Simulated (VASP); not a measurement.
# PtSe2 (P-3m1) in VASP: notebook

PtSe2 is run at these levels: PBE+D3(BJ); tasks: relaxation of shape and atoms at fixed volume.

Everything below comes from runs of VASP 6.6.1. Logs are shortened: lines on timing, memory, paths and dates and some standing lists are left out, and cuts for length are marked.

### 1 The cell of the first run

The structure is trigonal, space group P-3m1 (No. 164). Conventional cell: a = 3.720 Å, b = 3.720 Å, c = 4.660 Å, α = 90.00°, β = 90.00°, γ = 120.00°. Within 3.3 Å of Pt (site symmetry -3m) lie 6 Se at 2.49 Å. Se (site symmetry 3m) has 3 Pt at 2.49 Å and 6 Se at 3.03 to 3.32 Å within 3.4 Å.

### 2 Relaxation of shape and atoms at fixed volume, PBE+D3(BJ) (18.61 Å³/atom)

Input file INCAR:

```
SYSTEM = PtSe2
PREC = Accurate ; ENCUT = 600
EDIFF = 1E-6 ; ISMEAR = 0
SIGMA = 0.1 ; LREAL = .FALSE.
LASPH = .TRUE. ; NELM = 80
ALGO = Normal ; ISIF = 4
LWAVE = .FALSE. ; LCHARG = .FALSE.
GGA = PE ; IVDW = 12
IBRION = 2 ; NSW = 50
EDIFFG = -0.01
```

Input file KPOINTS:

```
regular mesh
0
G
  12 12 10
  0 0 0
```

Input file POSCAR:

```
PtSe2
1.0
    3.7197365293      0.0000000000      0.0000000000
   -1.8598682647      3.2213863298      0.0000000000
    0.0000000000      0.0000000000      4.6600428346
Pt Se
1 2
Direct
    0.0000000000      0.0000000000      0.0000000000
    0.3333333333      0.6666666667      0.2710339082
    0.6666666667      0.3333333333      0.7289660918
```

Potentials or basis: VASP PAW PBE potentials, release 64 (Pt, Se).

The run is started by

```sh
$ cat potpaw_PBE.64/Pt/POTCAR potpaw_PBE.64/Se/POTCAR > POTCAR
$ mpirun -np 1 vasp_std > vasp.out
```

OUTCAR:

```text
SYSTEM = PtSe2
   PREC = Accurate
   ENCUT = 600
   EDIFF = 1E-6
   ISMEAR = 0
   LREAL = .FALSE.
   LASPH = .TRUE.
   NELM = 80
   ISIF = 4
   GGA = PE
   IVDW = 12
   IBRION = 2
   NSW = 50
   EDIFFG = -0.01
 IVDW          = 12

 ion  position               nearest neighbor table
   1  0.000  0.000  0.000-   2 2.49   3 2.49   3 2.49   2 2.49   3 2.49   2 2.49
   2  0.333  0.667  0.271-   1 2.49   1 2.49   1 2.49
   3  0.667  0.333  0.729-   1 2.49   1 2.49   1 2.49

  LATTYP: Found a hexagonal cell.
 ALAT       =     3.7197365293
 C/A-ratio  =     1.2527884160

  Lattice vectors:

 A1 = (   3.7197365293,   0.0000000000,   0.0000000000)
 A2 = (  -1.8598682647,   3.2213863298,   0.0000000000)
 A3 = (   0.0000000000,   0.0000000000,   4.6600428346)

Analysis of symmetry for initial positions (statically):
=====================================================================
 Subroutine PRICEL returns:
 Original cell was already a primitive cell.

 Routine SETGRP: Setting up the symmetry group for a
 hexagonal supercell.

 Subroutine GETGRP returns: Found 12 space group operations
 (whereof 12 operations were pure point group operations)
 out of a pool of 24 trial point group operations.

The static configuration has the point symmetry D_3d.

Analysis of symmetry for dynamics (positions and initial velocities):
=====================================================================
 Subroutine PRICEL returns:
 Original cell was already a primitive cell.

 Routine SETGRP: Setting up the symmetry group for a
 hexagonal supercell.

 Subroutine GETGRP returns: Found 12 space group operations
 (whereof 12 operations were pure point group operations)
 out of a pool of 24 trial point group operations.

The dynamic configuration has the point symmetry D_3d.

 Subroutine INISYM returns: Found 12 space group operations
 (whereof 12 operations are pure point group operations),
 and found     1 'primitive' translations

----------------------------------------------------------------------------------------

                                     Primitive cell

  volume of cell :      55.8399

  direct lattice vectors                    reciprocal lattice vectors
     3.719736529  0.000000000  0.000000000     0.268836245  0.155212678  0.000000000
    -1.859868265  3.221386330  0.000000000     0.000000000  0.310425357  0.000000000
     0.000000000  0.000000000  4.660042835     0.000000000  0.000000000  0.214590302

  length of vectors
     3.719736529  3.719736529  4.660042835     0.310425357  0.310425357  0.214590302

  position of ions in fractional coordinates (direct lattice)
     0.000000000  0.000000000  0.000000000
     0.333333333  0.666666667  0.271033908
     0.666666667  0.333333333  0.728966092

  ion indices of the primitive-cell ions
   primitive index   ion index
                 1           1
                 2           2
                 3           3

----------------------------------------------------------------------------------------

 KPOINTS: regular mesh

Automatic generation of k-mesh.
 Grid dimensions read from file:
 generate k-points for:   12   12   10

 Generating k-lattice:

  Cartesian coordinates                     Fractional coordinates (reciprocal lattice)
     0.022403020  0.012934390  0.000000000     0.083333333  0.000000000  0.000000000
     0.000000000  0.025868780  0.000000000     0.000000000  0.083333333  0.000000000
     0.000000000  0.000000000  0.021459030     0.000000000  0.000000000  0.100000000

  Length of vectors
     0.025868780  0.025868780  0.021459030

  Shift w.r.t. Gamma in fractional coordinates (k-lattice)
     0.000000000  0.000000000  0.000000000

 Subroutine IBZKPT returns following result:
 ===========================================

 Found    162 irreducible k-points:

 Following reciprocal coordinates:
            Coordinates               Weight
  0.000000  0.000000  0.000000      1.000000
  0.083333 -0.000000  0.000000      6.000000
  0.166667 -0.000000  0.000000      6.000000
  0.250000 -0.000000  0.000000      6.000000
  0.333333 -0.000000  0.000000      6.000000
  0.416667  0.000000  0.000000      6.000000
[... 16 lines left out ...]
  0.166667 -0.000000  0.100000      6.000000
  0.000000  0.166667  0.100000      6.000000
 [... further k-points ...]
   k-points           NKPTS =    162   k-points in BZ     NKDIM =    162   number of bands    NBANDS=     15
   number of dos      NEDOS =    301   number of ions     NIONS =      3
   total plane-waves  NPLWV =  36000
   dimension x,y,z NGX =    30 NGY =   30 NGZ =   40
   dimension x,y,z NGXF=    60 NGYF=   60 NGZF=   80
   ions per type =               1   2
   NGX,Y,Z   is equivalent  to a cutoff of  13.41, 13.41, 14.27 a.u.
   NGXF,Y,Z  is equivalent  to a cutoff of  26.82, 26.82, 28.54 a.u.
 SYSTEM =  PtSe2
   PREC   = accura    normal or accurate (medium, high low for compatibility)
   ISTART =      0    job   : 0-new  1-cont  2-samecut
   ICHARG =      2    charge: 1-file 2-atom 10-const
   ISPIN  =      1    spin polarized calculation?
   LNONCOLLINEAR =      F non collinear calculations
   LSORBIT =      F    spin-orbit coupling
   LASPH  =      T    aspherical Exc in radial PAW
   ENCUT  =  600.0 eV  44.10 Ry    6.64 a.u.   7.43  7.43  9.31*2*pi/ulx,y,z
   NELM   =     80;   NELMIN=  2; NELMDL= -5     # of ELM steps
   EDIFF  = 0.1E-05   stopping-criterion for ELM
   LREAL  =      F    real-space projection
   EDIFFG = -.1E-01   stopping-criterion for IOM
   NSW    =     50    number of steps for IOM
   IBRION =      2    ionic relax: 0-MD 1-quasi-New 2-CG
   NFREE  =      1    steps in history (QN), initial steepest desc. (CG)
   ISIF   =      4    stress and relaxation
   ISYM   =      2    0-nonsym 1-usesym 2-fastsym
   POTIM  = 0.5000    time-step for ionic-motion
   TEBEG  =    0.0;   TEEND  =   0.0 temperature during run
   PSTRESS=    0.0 pullay stress
   NELECT =      22.0000    total number of electrons
   NUPDOWN=      -1.0000    fix difference up-down
   EMIN   =  10.00;   EMAX   =-10.00  energy-range for DOS
   EFERMI =   0.00;   METHOD = LEGACY
   ISMEAR =     0;   SIGMA  =   0.10  broadening in eV -4-tet -1-fermi 0-gaus
   EFERMI_NEDOS =   21; number of points for ismear=-14 and -15
   IALGO  =     38    algorithm
   IMIX   =      4    mixing-type and parameters
     AMIX     =   0.40;   BMIX     =  1.00
     AMIX_MAG =   1.60;   BMIX_MAG =  1.00
  volume/ion in A,a.u.               =      18.61       125.61
  Fermi-wavevector in a.u.,A,eV,Ry     =   1.200146  2.267947 19.597158  1.440350
  Thomas-Fermi vector in A             =   2.335990
   LORBIT       =      0    0 simple, 1 ext, 2 COOP (PROOUT), +10 PAW based schemes
   GGA     = PE    functional components
   LHFCALC =     F    Hartree Fock is set to
   AEXX    =    0.0000 exact exchange contribution
   IVDW    =    12    specifies the selected vdW correction
   LEPSILON=     F    determine dielectric tensor
   LRPA    =     F    only Hartree local field effects (RPA)
 conjugate gradient relaxation of ions
 non-spin polarized calculation
 Gauss-broadening in eV      SIGMA  =   0.10
  energy-cutoff  :      600.00
  volume of cell :       55.84
 maximum number of plane-waves:      1891
 NGX is ok and might be reduce to    30
   NGX = 15   NGY = 15   NGZ = 19

--------------------------------------- Ionic step        1  -------------------------------------------

 number of electron      21.9999998 magnetization

 Free energy of the ion-electron system (eV)
  ---------------------------------------------------
  ext. energy  EPLUGINS =         0.00000000
  ---------------------------------------------------
  free energy    TOTEN  =       -14.04249195 eV

  energy without entropy =      -14.03862722  energy(sigma->0) =      -14.04055958

------------------------ aborting loop because EDIFF is reached ----------------------------------------

 Edisp (eV)   -1.56673

 E8    (eV) :    -0.6729

  FORCE on cell =-STRESS in cart. coord.  units (eV):
  Direction    XX          YY          ZZ          XY          YZ          ZX
  --------------------------------------------------------------------------------------
  -------------------------------------------------------------------------------------
  Total       2.53103     2.53103     2.02186    -0.00000    -0.00000     0.00000
  in kB      72.62099    72.62099    58.01191    -0.00000    -0.00000     0.00000
  external pressure =       67.75 kB  Pullay stress =        0.00 kB

 VOLUME and BASIS-vectors are now :
 -----------------------------------------------------------------------------
  energy-cutoff  :      600.00
  volume of cell :       55.84
      direct lattice vectors                 reciprocal lattice vectors
     3.719736529  0.000000000  0.000000000     0.268836245  0.155212678  0.000000000
    -1.859868265  3.221386330  0.000000000     0.000000000  0.310425357  0.000000000
     0.000000000  0.000000000  4.660042835     0.000000000  0.000000000  0.214590302
[... 165 lines left out ...]
 POSITION                                       TOTAL-FORCE (eV/Angst)
 -----------------------------------------------------------------------------------
      1.86935      3.23781     -0.00000         0.000000     -0.000000      0.000000
     -0.00000      2.15854      1.27371        -0.000000      0.000000     -0.009474
      1.86935      1.07927      3.33919         0.000000     -0.000000      0.009474
 -----------------------------------------------------------------------------------
    total drift:                               -0.000000      0.000000      0.000000

  FREE ENERGIE OF THE ION-ELECTRON SYSTEM (eV)
  ---------------------------------------------------
  free  energy   TOTEN  =       -15.6196777260 eV

  energy  without entropy=      -15.6158895917  energy(sigma->0) =      -15.61778366

--------------------------------------- Ionic step        6  -------------------------------------------

 number of electron      22.0000001 magnetization

 Free energy of the ion-electron system (eV)
  ---------------------------------------------------
  ext. energy  EPLUGINS =         0.00000000
  ---------------------------------------------------
  free energy    TOTEN  =       -14.05196931 eV

  energy without entropy =      -14.04815345  energy(sigma->0) =      -14.05006138

 E-fermi :   7.5067     XC(G=0): -11.1724

 val. band max:        7.4861649583   @ k =  -0.1667   0.5000   0.1000
 cond. band min:       7.5174564083   @ k =   0.0833  -0.0000   0.0000
 fundamental gap:      0.0312914500
 Fermi energy:         7.5066518313

 k-point     1 :       0.0000    0.0000    0.0000
  band No.  band energies     occupation
      1      -8.6200      2.00000
      2      -4.9405      2.00000
      3       0.0613      2.00000
      4       1.0514      2.00000
      5       1.0514      2.00000
      6       3.6124      2.00000
      7       3.6124      2.00000
      8       4.9853      2.00000
      9       6.4897      2.00000
     10       6.4897      2.00000
     11       8.3253      0.00000
     12       8.3253      0.00000
     13       8.4686      0.00000
     14      10.6528      0.00000
     15      11.9000      0.00000
[... 397 lines left out ...]
 k-point    24 :       0.0000    0.1667    0.1000
  band No.  band energies     occupation
      1      -8.2602      2.00000
      2      -5.2753      2.00000
      3       0.3959      2.00000
      4       1.1995      2.00000
      5       1.6302      2.00000
      6       2.8795      2.00000
      7       3.4711      2.00000
      8       4.2910      2.00000
      9       5.5283      2.00000
     10       6.1993      2.00000
     11       7.4189      1.78565
     12       8.3573      0.00000
     13       9.0781      0.00000
     14      12.1055      0.00000
     15      12.7624      0.00000

 [... further k-points ...]

------------------------ aborting loop because EDIFF is reached ----------------------------------------

 Edisp (eV)   -1.56777

 E8    (eV) :    -0.6735

  FORCE on cell =-STRESS in cart. coord.  units (eV):
  Direction    XX          YY          ZZ          XY          YZ          ZX
  --------------------------------------------------------------------------------------
  -------------------------------------------------------------------------------------
  Total       1.69509     1.69509     1.69528    -0.00000    -0.00000     0.00000
  in kB      48.63615    48.63615    48.64155    -0.00000    -0.00000     0.00000
  external pressure =       48.64 kB  Pullay stress =        0.00 kB

 VOLUME and BASIS-vectors are now :
 -----------------------------------------------------------------------------
  energy-cutoff  :      600.00
  volume of cell :       55.84
      direct lattice vectors                 reciprocal lattice vectors
     3.741836091 -0.000000000  0.000000000     0.267248478  0.154295981 -0.000000000
    -1.870918045  3.240525111 -0.000000000     0.000000000  0.308591961  0.000000000
     0.000000000 -0.000000000  4.605160268    -0.000000000  0.000000000  0.217147709

 POSITION                                       TOTAL-FORCE (eV/Angst)
 -----------------------------------------------------------------------------------
      0.00000     -0.00000      0.00000         0.000000     -0.000000     -0.000000
     -0.00000      2.16035      1.27070         0.000000     -0.000000      0.002428
      1.87092      1.08018      3.33446        -0.000000      0.000000     -0.002428
 -----------------------------------------------------------------------------------
    total drift:                                0.000000      0.000000     -0.000000

  FREE ENERGIE OF THE ION-ELECTRON SYSTEM (eV)
  ---------------------------------------------------
  free  energy   TOTEN  =       -15.6197431739 eV

  energy  without entropy=      -15.6159273141  energy(sigma->0) =      -15.61783524

 reached required accuracy - stopping structural energy minimisation
```

Run time: 9.5 min. Hardware: 1 thread of Intel Xeon 8259CL, shared host; peak memory 0.34 GiB.

Results:

```
Free energy                : -15.6197 eV
Energy gained by relaxing  : 3.5 meV/atom
Ionic steps                : 6
Pressure after relaxing    : 4.9 GPa
Band gap on the k mesh     : zero (bands 11 and 12 overlap by 0.84 eV)
Dispersion energy per atom : -0.523 eV
```

Forces in eV/Å, atoms in the order of the input:
```
Pt   0.000  0.000  0.000
Se   0.000  0.000  0.002
Se   0.000  0.000 -0.002
```

The path:
| step | energy change (eV) | largest force (eV/Å) | pressure (GPa) | volume (Å³) |
| --- | --- | --- | --- | --- |
| 1 | 0.0000 | 0.3314 | 6.78 | 55.84 |
| 2 | -0.0090 | 0.1003 | 5.55 | 55.84 |
| 3 | -0.0102 | 0.0293 | 4.87 | 55.84 |
| 4 | -0.0102 | 0.0222 | 4.91 | 55.84 |
| 5 | -0.0105 | 0.0095 | 4.89 | 55.84 |
| 6 | -0.0105 | 0.0024 | 4.86 | 55.84 |

Final structure:
```
Pt Se
1.0
     3.74184    0.00000    0.00000
    -1.87092    3.24053    0.00000
     0.00000    0.00000    4.60516
Pt Se
1 2
Direct
  0.00000 0.00000 0.00000
  0.33333 0.66667 0.27593
  0.66667 0.33333 0.72407
```

Levels at points of the mesh, in eV from the Fermi level:
| k point | band 8 | band 9 | band 10 | band 11 | band 12 | band 13 | band 14 | band 15 |
| --- | --- | --- | --- | --- | --- | --- | --- | --- |
| (0.00, 0.00, 0.00) | -2.52 | -1.02 | -1.02 | 0.82 | 0.82 | 0.96 | 3.15 | 4.39 |
| (0.50, 0.00, 0.00) | -3.53 | -3.40 | -3.34 | -3.01 | 0.46 | 2.82 | 5.36 | 6.38 |
| (0.00, 0.00, 0.50) | -2.98 | -2.01 | -2.01 | -1.72 | 2.53 | 2.53 | 5.14 | 6.46 |
| (0.50, 0.00, 0.50) | -3.43 | -3.14 | -2.54 | -1.03 | 0.36 | 1.61 | 5.00 | 5.43 |

Caveat: spin-orbit coupling is left out, which moves the levels of the heavy elements.

(Part 1 of 2 ends here.)
